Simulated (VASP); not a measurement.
# PbS (Fm-3m) in VASP: single point with HSE06

Aim: the single point of PbS with HSE06.

Everything below comes from runs of VASP 6.6.1. Logs are shortened: lines on timing, memory, paths and dates and some standing lists are left out, and cuts for length are marked.

## Step 1: The cell of the first run

It takes space group Fm-3m (No. 225, cubic). Conventional cell: a = 5.676 Å, b = 5.676 Å, c = 5.676 Å, α = 90.00°, β = 90.00°, γ = 90.00°. Pb (site symmetry m-3m) has 6 S at 2.84 Å within 3.7 Å. Within 3.7 Å of S (site symmetry m-3m) lie 6 Pb at 2.84 Å.

## Step 2: Single point, HSE06 (strain -5.0%)

Contents of POSCAR:

```
PbS
1.0
    0.0000000000      2.8378710381      2.8378710381
    2.8378710381      0.0000000000      2.8378710381
    2.8378710381      2.8378710381      0.0000000000
Pb S
1 1
Direct
    0.0000000000      0.0000000000      0.0000000000
    0.5000000000      0.5000000000      0.5000000000
```

Contents of INCAR.step1:

```
SYSTEM = PbS
  PREC = Accurate
  ENCUT = 520
  EDIFF = 1E-5
  ISMEAR = 0
  SIGMA = 0.01
  LREAL = .False.
  LASPH = .True.
  NELM = 60
  ALGO = Normal
  ISIF = 2
  LWAVE = .True.
  LCHARG = .False.
  NBANDS = 17
  GGA = PE
```

Contents of INCAR.step2:

```
SYSTEM = PbS
  PREC = Accurate
  ENCUT = 520
  EDIFF = 1E-7
  ISMEAR = 0
  SIGMA = 0.01
  LREAL = .False.
  LASPH = .True.
  NELM = 60
  ALGO = Normal
  ISIF = 2
  LWAVE = .False.
  LCHARG = .False.
  GGA = PE
  LHFCALC = .True.
  HFSCREEN = 0.2079
  PRECFOCK = Normal
  NBANDS = 17
  ISTART = 1
```

Contents of KPOINTS:

```
regular mesh
0
Gamma
  6 6 6
  0 0 0
```

Potentials or basis: VASP PAW PBE potentials, release 64 (Pb_d, S).

Run with:

```console
cat potpaw_PBE.64/Pb_d/POTCAR potpaw_PBE.64/S/POTCAR > POTCAR
cp INCAR.step1 INCAR
mpirun -np 1 vasp_std > vasp.out
cp INCAR.step2 INCAR
mpirun -np 1 vasp_std > vasp.out
```

OUTCAR:

```text
SYSTEM = PbS
   PREC = Accurate
   ENCUT = 520
   EDIFF = 1E-7
   ISMEAR = 0
   LREAL = .False.
   LASPH = .True.
   NELM = 60
   ISIF = 2
   GGA = PE
   LHFCALC = .True.
   HFSCREEN = 0.2079
   PRECFOCK = Normal
   ISTART = 1

 ion  position               nearest neighbor table
   1  0.000  0.000  0.000-   2 2.84   2 2.84   2 2.84   2 2.84   2 2.84   2 2.84
   2  0.500  0.500  0.500-   1 2.84   1 2.84   1 2.84   1 2.84   1 2.84   1 2.84

  LATTYP: Found a face centered cubic cell.
 ALAT       =     5.6757420762

  Lattice vectors:

 A1 = (   0.0000000000,   2.8378710381,   2.8378710381)
 A2 = (   2.8378710381,   0.0000000000,   2.8378710381)
 A3 = (   2.8378710381,   2.8378710381,   0.0000000000)

Analysis of symmetry for initial positions (statically):
=====================================================================
 Subroutine PRICEL returns:
 Original cell was already a primitive cell.

 Routine SETGRP: Setting up the symmetry group for a
 face centered cubic supercell.

 Subroutine GETGRP returns: Found 48 space group operations
 (whereof 48 operations were pure point group operations)
 out of a pool of 48 trial point group operations.

The static configuration has the point symmetry O_h .

Analysis of symmetry for dynamics (positions and initial velocities):
=====================================================================
 Subroutine PRICEL returns:
 Original cell was already a primitive cell.

 Routine SETGRP: Setting up the symmetry group for a
 face centered cubic supercell.

 Subroutine GETGRP returns: Found 48 space group operations
 (whereof 48 operations were pure point group operations)
 out of a pool of 48 trial point group operations.

The dynamic configuration has the point symmetry O_h .

 Subroutine INISYM returns: Found 48 space group operations
 (whereof 48 operations are pure point group operations),
 and found     1 'primitive' translations

----------------------------------------------------------------------------------------

                                     Primitive cell

  volume of cell :      45.7097

  direct lattice vectors                    reciprocal lattice vectors
     0.000000000  2.837871038  2.837871038    -0.176188415  0.176188415  0.176188415
     2.837871038  0.000000000  2.837871038     0.176188415 -0.176188415  0.176188415
     2.837871038  2.837871038  0.000000000     0.176188415  0.176188415 -0.176188415

  length of vectors
     4.013355710  4.013355710  4.013355710     0.305167286  0.305167286  0.305167286

  position of ions in fractional coordinates (direct lattice)
     0.000000000  0.000000000  0.000000000
     0.500000000  0.500000000  0.500000000

  ion indices of the primitive-cell ions
   primitive index   ion index
                 1           1
                 2           2

----------------------------------------------------------------------------------------

 KPOINTS: regular mesh

Automatic generation of k-mesh.
 Grid dimensions read from file:
 generate k-points for:    6    6    6

 Generating k-lattice:

  Cartesian coordinates                     Fractional coordinates (reciprocal lattice)
    -0.029364736  0.029364736  0.029364736     0.166666667  0.000000000  0.000000000
     0.029364736 -0.029364736  0.029364736     0.000000000  0.166666667  0.000000000
     0.029364736  0.029364736 -0.029364736     0.000000000  0.000000000  0.166666667

  Length of vectors
     0.050861214  0.050861214  0.050861214

  Shift w.r.t. Gamma in fractional coordinates (k-lattice)
     0.000000000  0.000000000  0.000000000

 Subroutine IBZKPT returns following result:
 ===========================================

 Found     16 irreducible k-points:

 Following reciprocal coordinates:
            Coordinates               Weight
  0.000000  0.000000  0.000000      1.000000
  0.166667  0.000000  0.000000      8.000000
  0.333333  0.000000  0.000000      8.000000
  0.500000  0.000000  0.000000      4.000000
  0.166667  0.166667  0.000000      6.000000
  0.333333  0.166667  0.000000     24.000000
[... 8 lines left out ...]
 -0.333333  0.333333  0.166667     24.000000
 -0.333333  0.500000  0.166667     12.000000
   k-points           NKPTS =     16   k-points in BZ     NKDIM =    216   number of bands    NBANDS=     17
   number of dos      NEDOS =    301   number of ions     NIONS =      2
   total plane-waves  NPLWV =  27000
   dimension x,y,z NGX =    30 NGY =   30 NGZ =   30
   dimension x,y,z NGXF=    60 NGYF=   60 NGZF=   60
   ions per type =               1   1
   NGX,Y,Z   is equivalent  to a cutoff of  12.43, 12.43, 12.43 a.u.
   NGXF,Y,Z  is equivalent  to a cutoff of  24.85, 24.85, 24.85 a.u.
 SYSTEM =  PbS
   PREC   = accura    normal or accurate (medium, high low for compatibility)
   ISTART =      1    job   : 0-new  1-cont  2-samecut
   ICHARG =      0    charge: 1-file 2-atom 10-const
   ISPIN  =      1    spin polarized calculation?
   LNONCOLLINEAR =      F non collinear calculations
   LSORBIT =      F    spin-orbit coupling
   LASPH  =      T    aspherical Exc in radial PAW
   ENCUT  =  520.0 eV  38.22 Ry    6.18 a.u.   7.46  7.46  7.46*2*pi/ulx,y,z
   NELM   =     60;   NELMIN=  2; NELMDL=  0     # of ELM steps
   EDIFF  = 0.1E-06   stopping-criterion for ELM
   LREAL  =      F    real-space projection
   EDIFFG = 0.1E-05   stopping-criterion for IOM
   NSW    =      0    number of steps for IOM
   IBRION =     -1    ionic relax: 0-MD 1-quasi-New 2-CG
   NFREE  =      0    steps in history (QN), initial steepest desc. (CG)
   ISIF   =      2    stress and relaxation
   ISYM   =      3    0-nonsym 1-usesym 2-fastsym
   POTIM  = 0.5000    time-step for ionic-motion
   TEBEG  =    0.0;   TEEND  =   0.0 temperature during run
   PSTRESS=    0.0 pullay stress
   NELECT =      20.0000    total number of electrons
   NUPDOWN=      -1.0000    fix difference up-down
   EMIN   =  10.00;   EMAX   =-10.00  energy-range for DOS
   EFERMI =   0.00;   METHOD = LEGACY
   ISMEAR =     0;   SIGMA  =   0.01  broadening in eV -4-tet -1-fermi 0-gaus
   EFERMI_NEDOS =   21; number of points for ismear=-14 and -15
   IALGO  =     38    algorithm
   IMIX   =      1    mixing-type and parameters
     AMIX     =   0.40;   BMIX     =  1.00
     AMIX_MAG =   1.60;   BMIX_MAG =  1.00
  volume/ion in A,a.u.               =      22.85       154.23
  Fermi-wavevector in a.u.,A,eV,Ry     =   1.242841  2.348629 21.016284  1.544653
  Thomas-Fermi vector in A             =   2.377178
   LORBIT       =      0    0 simple, 1 ext, 2 COOP (PROOUT), +10 PAW based schemes
   GGA     = PE    functional components
   LHFCALC =     T    Hartree Fock is set to
   PRECFOCK=normal    Normal, Fast or Accurate (Low or Medium for compatibility)
   ENCUT4O =  -1.0   cutoff for four orbital integrals eV
   NKREDX  =     1    reduce k-point grid by
   NKREDY  =     1    reduce k-point grid by
   NKREDZ  =     1    reduce k-point grid by
   AEXX    =    0.2500 exact exchange contribution
   HFSCREEN=    0.2079 screening length (either q_TF or 0.3 A-1)
   HFSCREENC=   0.2079 screening length for correlation (either q_TF or 0.3 A-1)
   ENCUTFOCK=  -1.0 apply spherical cutoff to Coloumb kernel
   IVDW    =     0    specifies the selected vdW correction
   LEPSILON=     F    determine dielectric tensor
   LRPA    =     F    only Hartree local field effects (RPA)
 non-spin polarized calculation
 Gauss-broadening in eV      SIGMA  =   0.01
  energy-cutoff  :      520.00
  volume of cell :       45.71
 maximum number of plane-waves:      1247
 NGX is ok and might be reduce to    30
  NGX = 24; NGY = 24; NGZ = 24

 number of electron      20.0000006 magnetization

 Free energy of the ion-electron system (eV)
  ---------------------------------------------------
  ext. energy  EPLUGINS =         0.00000000
  ---------------------------------------------------
  free energy    TOTEN  =       -10.16708533 eV

  energy without entropy =      -10.16708533  energy(sigma->0) =      -10.16708533

 E-fermi :   7.7626     XC(G=0):  -8.5457

 val. band max:        7.7114019928   @ k =   0.5000   0.0000   0.0000
 cond. band min:       7.8149255240   @ k =   0.5000   0.0000   0.0000
 fundamental gap:      0.1035235312
 Fermi energy:         7.7626030683

 k-point     1 :       0.0000    0.0000    0.0000
  band No.  band energies     occupation
      1     -11.4464      2.00000
      2     -11.4464      2.00000
      3     -11.4409      2.00000
      4     -11.4409      2.00000
      5     -11.4409      2.00000
      6      -9.1266      2.00000
[... 9 lines left out ...]
     16      14.4722      0.00000
     17      16.3331      0.00000

 k-point     2 :       0.1667    0.0000    0.0000
  band No.  band energies     occupation
      1     -11.4614      2.00000
      2     -11.4614      2.00000
      3     -11.4407      2.00000
      4     -11.4230      2.00000
      5     -11.4230      2.00000
      6      -8.8190      2.00000
[... 9 lines left out ...]
     16      15.2186      0.00000
     17      18.6711      0.00000

 k-point     3 :       0.3333    0.0000    0.0000
  band No.  band energies     occupation
      1     -11.4928      2.00000
      2     -11.4928      2.00000
      3     -11.4426      2.00000
      4     -11.3854      2.00000
      5     -11.3854      2.00000
      6      -8.0205      2.00000
[... 9 lines left out ...]
     16      16.7874      0.00000
     17      21.4663      0.00000

 k-point     4 :       0.5000    0.0000    0.0000
  band No.  band energies     occupation
      1     -11.5084      2.00000
      2     -11.5084      2.00000
      3     -11.4443      2.00000
      4     -11.3665      2.00000
      5     -11.3665      2.00000
      6      -7.4336      2.00000
[... 9 lines left out ...]
     16      18.2682      0.00000
     17      19.2706      0.00000
[... 183 lines left out ...]
      1     -11.6249      2.00000
      2     -11.4571      2.00000
      3     -11.4452      2.00000
      4     -11.3817      2.00000
      5     -11.3680      2.00000
      6      -7.2907      2.00000
[... 9 lines left out ...]
     16      19.1494      0.00000
     17      19.6435      0.00000

 k-point    15 :      -0.3333    0.3333    0.1667
  band No.  band energies     occupation
      1     -11.6485      2.00000
      2     -11.4669      2.00000
      3     -11.4174      2.00000
      4     -11.4075      2.00000
      5     -11.3530      2.00000
      6      -6.8278      2.00000
[... 9 lines left out ...]
     16      19.8406      0.00000
     17      20.4469      0.00000

 k-point    16 :      -0.3333    0.5000    0.1667
  band No.  band energies     occupation
      1     -11.7207      2.00000
      2     -11.4518      2.00000
      3     -11.4379      2.00000
      4     -11.3792      2.00000
      5     -11.3402      2.00000
      6      -6.6084      2.00000
[... 9 lines left out ...]
     16      20.6520      0.00000
     17      20.7108      0.00000

------------------------ aborting loop because EDIFF is reached ----------------------------------------

  FORCE on cell =-STRESS in cart. coord.  units (eV):
  Direction    XX          YY          ZZ          XY          YZ          ZX
  --------------------------------------------------------------------------------------
  -------------------------------------------------------------------------------------
  Total        3.3495861      3.3495861      3.3495861      0.0000000     -0.0000000      0.0000000
  in kB      117.4069375    117.4069375    117.4069375      0.0000000     -0.0000000      0.0000000
  external PRESSURE =     117.4069375 kB  Pullay stress =       0.0000000 kB

 VOLUME and BASIS-vectors are now :
 -----------------------------------------------------------------------------
  energy-cutoff  :      520.00
  volume of cell :       45.71
      direct lattice vectors                 reciprocal lattice vectors
     0.000000000  2.837871038  2.837871038    -0.176188415  0.176188415  0.176188415
     2.837871038  0.000000000  2.837871038     0.176188415 -0.176188415  0.176188415
     2.837871038  2.837871038  0.000000000     0.176188415  0.176188415 -0.176188415

 POSITION                                       TOTAL-FORCE (eV/Angst)
 -----------------------------------------------------------------------------------
      0.00000      0.00000      0.00000        -0.000000      0.000000     -0.000000
      2.83787      2.83787      2.83787         0.000000     -0.000000      0.000000
 -----------------------------------------------------------------------------------
    total drift:                                0.000001      0.000001      0.000001

  FREE ENERGIE OF THE ION-ELECTRON SYSTEM (eV)
  ---------------------------------------------------
  free  energy   TOTEN  =       -10.1670853298 eV

  energy  without entropy=      -10.1670853298  energy(sigma->0) =      -10.16708533
```

Wall time 27 min (1 thread of AMD EPYC 9R45 (Zen 5), shared host); peak memory 0.26 GiB.

Results:

```
Free energy            : -10.1671 eV
Pressure               : 11.7 GPa
Band gap on the k mesh : 0.10 eV
```

Caveat: the cell differs from its parent crystal (strain -5.0%); the cell stands under pressure; the PAW data sets were made with another functional, which shifts forces and pressure a little; spin-orbit coupling is left out, which moves the levels of the heavy elements.
